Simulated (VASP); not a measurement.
A run of VASP 6.6.1:

The input POSCAR:

```
ScAlN2
1.0
    3.0747551436      0.0000000000      0.0000000000
    0.0000000000      3.0747551436      0.0000000000
    0.0000000000      0.0000000000      4.3617457482
Sc N Al
1 2 1
Direct
    0.0000000000      0.0000000000      0.0000000000
    0.0000000000      0.0000000000      0.5000000000
    0.5000000000      0.5000000000      0.0000000000
    0.5000000000      0.5000000000      0.5000000000
```

INCAR.step1

```
SYSTEM = ScAlN2
PREC     = Accurate       ! precision mode
ENCUT    = 520            ! plane-wave cutoff, eV
ISMEAR   = 0              ! smearing method
SIGMA    = 0.01           ! smearing width, eV
LREAL    = .False.        ! projectors in reciprocal space
LASPH    = .True.         ! aspherical terms in the spheres
NELM     = 60             ! most SCF steps
NBANDS   = 20             ! bands
GGA      = PE             ! functional
ALGO     = Normal         ! electronic algorithm
EDIFF    = 1E-4           ! SCF threshold, eV
LWAVE    = .True.         ! write WAVECAR
LCHARG   = .False.        ! write CHGCAR
```

INCAR.step2

```
SYSTEM = ScAlN2
PREC     = Accurate       ! precision mode
ENCUT    = 520            ! plane-wave cutoff, eV
EDIFF    = 1E-6           ! SCF threshold, eV
ISMEAR   = 0              ! smearing method
SIGMA    = 0.01           ! smearing width, eV
LREAL    = .False.        ! projectors in reciprocal space
LASPH    = .True.         ! aspherical terms in the spheres
NELM     = 60             ! most SCF steps
ALGO     = Normal         ! electronic algorithm
ISIF     = 2              ! what is computed and relaxed
LWAVE    = .False.        ! write WAVECAR
LCHARG   = .False.        ! write CHGCAR
METAGGA  = R2SCAN         ! meta-GGA
LMIXTAU  = .True.       
NBANDS   = 20             ! bands
ISTART   = 1
```

KPOINTS

```
regular mesh
0
Gamma
  8 8 6
  0 0 0
```

Potentials or basis: VASP PAW PBE potentials, release 64 (Sc_sv, N, Al).

Run with:

```console
$ cat potpaw_PBE.64/Sc_sv/POTCAR potpaw_PBE.64/N/POTCAR potpaw_PBE.64/Al/POTCAR > POTCAR
$ cp INCAR.step1 INCAR
$ mpirun -np 1 vasp_std > vasp.out
$ cp INCAR.step2 INCAR
$ mpirun -np 1 vasp_std > vasp.out
```

Hardware: 1 thread of Intel(R) Xeon(R) 6975P-C (Granite Rapids), on a shared host.

Q: How long does it take, and how much memory?

A: Wall time 50 s on 1 thread of Intel(R) Xeon(R) 6975P-C (Granite Rapids), on a shared host, peak memory 0.19 GiB. Counts: k points 60.
